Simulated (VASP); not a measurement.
# K2Ir (I4/mmm) in VASP: single point with r2SCAN

Aim: the single point of K2Ir with r2SCAN.

All numbers are computed with VASP 6.6.1; they aren't measurements. Logs are shortened: lines on timing, memory, paths and dates and some standing lists are left out, and cuts for length are marked.

## (1) The cell of the first run

It takes space group I4/mmm (No. 139, tetragonal). Conventional cell: a = 4.085 Å, b = 4.085 Å, c = 10.022 Å, α = 90.00°, β = 90.00°, γ = 90.00°. Within 4.3 Å of K (site symmetry 4mm) lie 9 K at 3.31 to 4.09 Å and 5 Ir at 3.33 to 3.36 Å. Within 4.4 Å of Ir (site symmetry 4/mmm) lie 10 K at 3.33 to 3.36 Å and 4 Ir at 4.09 Å.

## (2) Single point, r2SCAN

The input, POSCAR:

```
K2Ir
1.0
   -2.0426261033      2.0426261033      5.0108171597
    2.0426261033     -2.0426261033      5.0108171597
    2.0426261033      2.0426261033     -5.0108171597
K Ir
2 1
Direct
    0.6650000000      0.6650000000      0.0000000000
    0.3350000000      0.3350000000      0.0000000000
    0.0000000000      0.0000000000      0.0000000000
```

The input, INCAR.step1:

```
SYSTEM = K2Ir
PREC = Accurate ; ENCUT = 520
ISMEAR = 0 ; SIGMA = 0.1
LREAL = .FALSE. ; LASPH = .TRUE.
NELM = 60 ; NBANDS = 20
GGA = PE ; ALGO = Normal
EDIFF = 1E-4 ; LWAVE = .TRUE.
LCHARG = .FALSE.
```

The input, INCAR.step2:

```
SYSTEM = K2Ir
PREC = Accurate ; ENCUT = 520
EDIFF = 1E-6 ; ISMEAR = 0
SIGMA = 0.1 ; LREAL = .FALSE.
LASPH = .TRUE. ; NELM = 60
ALGO = Normal ; ISIF = 2
LWAVE = .FALSE. ; LCHARG = .TRUE.
METAGGA = R2SCAN ; LMIXTAU = .TRUE.
LELF = .TRUE. ; LVHAR = .TRUE.
NBANDS = 20 ; ISTART = 1
```

The input, KPOINTS:

```
regular mesh
0
G
  6 6 6
  0 0 0
```

Potentials or basis: VASP PAW PBE potentials, release 64 (K_sv, Ir).

Launch:

```bash
cat potpaw_PBE.64/K_sv/POTCAR potpaw_PBE.64/Ir/POTCAR > POTCAR
cp INCAR.step1 INCAR
mpirun -np 1 vasp_std > vasp.out
cp INCAR.step2 INCAR
mpirun -np 1 vasp_std > vasp.out
```

OUTCAR:

```text
SYSTEM = K2Ir
   PREC = Accurate
   ENCUT = 520
   EDIFF = 1E-6
   ISMEAR = 0
   LREAL = .FALSE.
   LASPH = .TRUE.
   NELM = 60
   ISIF = 2
   METAGGA = R2SCAN
   ISTART = 1

 ion  position               nearest neighbor table
   1  0.665  0.665  0.000-   2 3.31   3 3.33   3 3.33   3 3.33   3 3.33   2 3.35   2 3.35   2 3.35
                             2 3.35   3 3.36
   2  0.335  0.335  0.000-   1 3.31   3 3.33   3 3.33   3 3.33   3 3.33   1 3.35   1 3.35   1 3.35
                             1 3.35   3 3.36
   3  0.000  0.000  0.000-   1 3.33   1 3.33   1 3.33   2 3.33   1 3.33   2 3.33   2 3.33   2 3.33
                             1 3.36   2 3.36

  LATTYP: Found a body centered tetragonal cell.
 ALAT       =     4.0852522066
 C/A-ratio  =     2.4531250000

  Lattice vectors:

 A1 = (  -2.0426261033,   2.0426261033,   5.0108171597)
 A2 = (   2.0426261033,  -2.0426261033,   5.0108171597)
 A3 = (   2.0426261033,   2.0426261033,  -5.0108171597)

Analysis of symmetry for initial positions (statically):
=====================================================================
 Subroutine PRICEL returns:
 Original cell was already a primitive cell.

 Routine SETGRP: Setting up the symmetry group for a
 body centered tetragonal supercell.

 Subroutine GETGRP returns: Found 16 space group operations
 (whereof 16 operations were pure point group operations)
 out of a pool of 16 trial point group operations.

The static configuration has the point symmetry D_4h.

Analysis of symmetry for dynamics (positions and initial velocities):
=====================================================================
 Subroutine PRICEL returns:
 Original cell was already a primitive cell.

 Routine SETGRP: Setting up the symmetry group for a
 body centered tetragonal supercell.

 Subroutine GETGRP returns: Found 16 space group operations
 (whereof 16 operations were pure point group operations)
 out of a pool of 16 trial point group operations.

The dynamic configuration has the point symmetry D_4h.

 Subroutine INISYM returns: Found 16 space group operations
 (whereof 16 operations are pure point group operations),
 and found     1 'primitive' translations

----------------------------------------------------------------------------------------

                                     Primitive cell

  volume of cell :      83.6270

  direct lattice vectors                    reciprocal lattice vectors
    -2.042626103  2.042626103  5.010817160     0.000000000  0.244782929  0.099784124
     2.042626103 -2.042626103  5.010817160     0.244782929  0.000000000  0.099784124
     2.042626103  2.042626103 -5.010817160     0.244782929  0.244782929  0.000000000

  length of vectors
     5.783850915  5.783850915  5.783850915     0.264339845  0.264339845  0.346175338

  position of ions in fractional coordinates (direct lattice)
     0.665000000  0.665000000  0.000000000
     0.335000000  0.335000000  0.000000000
     0.000000000  0.000000000  0.000000000

  ion indices of the primitive-cell ions
   primitive index   ion index
                 1           1
                 2           2
                 3           3

----------------------------------------------------------------------------------------

 KPOINTS: regular mesh

Automatic generation of k-mesh.
 Grid dimensions read from file:
 generate k-points for:    6    6    6

 Generating k-lattice:

  Cartesian coordinates                     Fractional coordinates (reciprocal lattice)
     0.000000000  0.040797155  0.016630687     0.166666667  0.000000000 -0.000000000
     0.040797155  0.000000000  0.016630687     0.000000000  0.166666667 -0.000000000
     0.040797155  0.040797155  0.000000000     0.000000000  0.000000000  0.166666667

  Length of vectors
     0.044056641  0.044056641  0.057695890

  Shift w.r.t. Gamma in fractional coordinates (k-lattice)
     0.000000000  0.000000000  0.000000000

 Subroutine IBZKPT returns following result:
 ===========================================

 Found     30 irreducible k-points:

 Following reciprocal coordinates:
            Coordinates               Weight
  0.000000  0.000000  0.000000      1.000000
  0.166667  0.000000  0.000000      8.000000
  0.333333  0.000000  0.000000      8.000000
  0.500000 -0.000000  0.000000      4.000000
  0.166667  0.166667  0.000000      8.000000
  0.333333  0.166667 -0.000000     16.000000
[... 16 lines left out ...]
 -0.333333 -0.333333  0.166667      8.000000
 -0.166667 -0.333333  0.166667      8.000000
 [... further k-points ...]
   k-points           NKPTS =     30   k-points in BZ     NKDIM =     30   number of bands    NBANDS=     20
   number of dos      NEDOS =    301   number of ions     NIONS =      3
   total plane-waves  NPLWV = 110592
   dimension x,y,z NGX =    48 NGY =   48 NGZ =   48
   dimension x,y,z NGXF=    96 NGYF=   96 NGZF=   96
   ions per type =               2   1
   NGX,Y,Z   is equivalent  to a cutoff of  13.80, 13.80, 13.80 a.u.
   NGXF,Y,Z  is equivalent  to a cutoff of  27.59, 27.59, 27.59 a.u.
 SYSTEM =  K2Ir
   PREC   = accura    normal or accurate (medium, high low for compatibility)
   ISTART =      1    job   : 0-new  1-cont  2-samecut
   ICHARG =      0    charge: 1-file 2-atom 10-const
   ISPIN  =      1    spin polarized calculation?
   LNONCOLLINEAR =      F non collinear calculations
   LSORBIT =      F    spin-orbit coupling
   LASPH  =      T    aspherical Exc in radial PAW
   ENCUT  =  520.0 eV  38.22 Ry    6.18 a.u.  10.75 10.75 10.75*2*pi/ulx,y,z
   NELM   =     60;   NELMIN=  2; NELMDL=  0     # of ELM steps
   EDIFF  = 0.1E-05   stopping-criterion for ELM
   LREAL  =      F    real-space projection
[... 7 lines left out ...]
   TEBEG  =    0.0;   TEEND  =   0.0 temperature during run
   PSTRESS=    0.0 pullay stress
   NELECT =      27.0000    total number of electrons
   NUPDOWN=      -1.0000    fix difference up-down
   EMIN   =  10.00;   EMAX   =-10.00  energy-range for DOS
   EFERMI =   0.00;   METHOD = LEGACY
   ISMEAR =     0;   SIGMA  =   0.10  broadening in eV -4-tet -1-fermi 0-gaus
   EFERMI_NEDOS =   21; number of points for ismear=-14 and -15
   IALGO  =     38    algorithm
   IMIX   =      4    mixing-type and parameters
     AMIX     =   0.40;   BMIX     =  1.00
     AMIX_MAG =   1.60;   BMIX_MAG =  1.00
  volume/ion in A,a.u.               =      27.88       188.11
  Fermi-wavevector in a.u.,A,eV,Ry     =   1.123089  2.122330 17.161407  1.261328
  Thomas-Fermi vector in A             =   2.259753
   LORBIT       =      0    0 simple, 1 ext, 2 COOP (PROOUT), +10 PAW based schemes
   METAGGA = R2SCAN    functional components
   LHFCALC =     F    Hartree Fock is set to
   AEXX    =    0.0000 exact exchange contribution
   IVDW    =     0    specifies the selected vdW correction
   LEPSILON=     F    determine dielectric tensor
   LRPA    =     F    only Hartree local field effects (RPA)
 non-spin polarized calculation
 Gauss-broadening in eV      SIGMA  =   0.10
  energy-cutoff  :      520.00
  volume of cell :       83.63
 maximum number of plane-waves:      2270
 NGX is ok and might be reduce to    48
   NGX = 21   NGY = 21   NGZ = 21

 number of electron      27.0000000 magnetization

 Free energy of the ion-electron system (eV)
  ---------------------------------------------------
  ext. energy  EPLUGINS =         0.00000000
  ---------------------------------------------------
  free energy    TOTEN  =       -61.36558859 eV

  energy without entropy =      -61.33895765  energy(sigma->0) =      -61.35227312

 E-fermi :   1.6290     XC(G=0):  -9.4287

 val. band max:        1.6231302521   @ k =  -0.3333   0.3333   0.0000
 cond. band min:       1.8827028341   @ k =   0.5000   0.5000   0.5000
 fundamental gap:      0.2595725820
 Fermi energy:         1.6289785665

 k-point     1 :       0.0000    0.0000    0.0000
  band No.  band energies     occupation
      1     -30.3066      2.00000
      2     -30.1012      2.00000
      3     -13.2802      2.00000
      4     -13.1179      2.00000
      5     -13.1179      2.00000
      6     -12.7443      2.00000
[... 12 lines left out ...]
     19       7.2000      0.00000
     20       9.1592      0.00000

 k-point     2 :       0.1667    0.0000    0.0000
  band No.  band energies     occupation
      1     -30.2913      2.00000
      2     -30.1123      2.00000
      3     -13.2831      2.00000
      4     -13.1606      2.00000
      5     -13.0897      2.00000
      6     -12.7868      2.00000
[... 12 lines left out ...]
     19       7.4066      0.00000
     20       8.8700      0.00000

 k-point     3 :       0.3333    0.0000    0.0000
  band No.  band energies     occupation
      1     -30.2519      2.00000
      2     -30.1433      2.00000
      3     -13.3211      2.00000
      4     -13.2299      2.00000
      5     -13.0173      2.00000
      6     -12.8383      2.00000
[... 12 lines left out ...]
     19       7.1338      0.00000
     20       8.4668      0.00000

 k-point     4 :       0.5000   -0.0000    0.0000
  band No.  band energies     occupation
      1     -30.2164      2.00000
      2     -30.1747      2.00000
      3     -13.3501      2.00000
      4     -13.2672      2.00000
      5     -12.9459      2.00000
      6     -12.8939      2.00000
[... 12 lines left out ...]
     19       6.8928      0.00000
     20       8.3320      0.00000

 k-point     5 :       0.1667    0.1667    0.0000
  band No.  band energies     occupation
      1     -30.2736      2.00000
      2     -30.1258      2.00000
      3     -13.2733      2.00000
      4     -13.1871      2.00000
      5     -13.1033      2.00000
      6     -12.8454      2.00000
[... 12 lines left out ...]
     19       7.4016      0.00000
     20       8.5325      0.00000
[... 353 lines left out ...]
      6     -12.8496      2.00000
[... 12 lines left out ...]
     19       7.2133      0.00000
     20       8.2900      0.00000

 k-point    22 :      -0.1667    0.5000    0.1667
  band No.  band energies     occupation
      1     -30.2329      2.00000
      2     -30.1626      2.00000
      3     -13.3543      2.00000
      4     -13.1685      2.00000
      5     -13.0407      2.00000
      6     -12.8610      2.00000
[... 12 lines left out ...]
     19       7.2027      0.00000
     20       8.3445      0.00000

 k-point    23 :      -0.3333   -0.3333    0.1667
  band No.  band energies     occupation
      1     -30.2534      2.00000
      2     -30.1464      2.00000
      3     -13.2487      2.00000
      4     -13.2084      2.00000
      5     -13.0878      2.00000
      6     -12.8573      2.00000
[... 12 lines left out ...]
     19       7.4543      0.00000
     20       8.3634      0.00000

 k-point    24 :      -0.1667   -0.3333    0.1667
  band No.  band energies     occupation
      1     -30.2754      2.00000
      2     -30.1285      2.00000
      3     -13.2611      2.00000
      4     -13.1444      2.00000
      5     -13.1093      2.00000
      6     -12.8086      2.00000
[... 12 lines left out ...]
     19       7.4026      0.00000
     20       8.5783      0.00000

 [... further k-points ...]

------------------------ aborting loop because EDIFF is reached ----------------------------------------

  FORCE on cell =-STRESS in cart. coord.  units (eV):
  Direction    XX          YY          ZZ          XY          YZ          ZX
  --------------------------------------------------------------------------------------
  -------------------------------------------------------------------------------------
  Total        0.0137286      0.0137286      0.1064924      0.0000000      0.0000000      0.0000000
  in kB        0.2630210      0.2630210      2.0402477      0.0000000      0.0000000      0.0000000
  external PRESSURE =       0.8554299 kB  Pullay stress =       0.0000000 kB

 VOLUME and BASIS-vectors are now :
 -----------------------------------------------------------------------------
  energy-cutoff  :      520.00
  volume of cell :       83.63
      direct lattice vectors                 reciprocal lattice vectors
    -2.042626103  2.042626103  5.010817160     0.000000000  0.244782929  0.099784124
     2.042626103 -2.042626103  5.010817160     0.244782929  0.000000000  0.099784124
     2.042626103  2.042626103 -5.010817160     0.244782929  0.244782929  0.000000000

 POSITION                                       TOTAL-FORCE (eV/Angst)
 -----------------------------------------------------------------------------------
      0.00000      0.00000      6.66439        -0.000000     -0.000000     -0.364645
      0.00000      0.00000      3.35725         0.000000      0.000000      0.364645
      0.00000      0.00000      0.00000        -0.000000     -0.000000      0.000000
 -----------------------------------------------------------------------------------
    total drift:                               -0.000000     -0.000000      0.000000

  FREE ENERGIE OF THE ION-ELECTRON SYSTEM (eV)
  ---------------------------------------------------
  free  energy   TOTEN  =       -61.3655885855 eV

  energy  without entropy=      -61.3389576498  energy(sigma->0) =      -61.35227312
```

It took 4.8 min on 1 thread of AMD EPYC 9R45 (Zen 5), shared host; peak memory 0.35 GiB.

What came out:

```
Free energy   : -61.3656 eV
Pressure      : 0.1 GPa
Largest force : 0.365 eV/Å
```

Forces on the atoms (eV/Å):
```
K    0.000  0.000 -0.365
K    0.000  0.000  0.365
Ir   0.000  0.000  0.000
```

Caveat: the k points lie up to 0.36 Å⁻¹ apart; the PAW data sets were made with another functional, which shifts forces and pressure a little; spin-orbit coupling is left out, which moves the levels of the heavy elements.
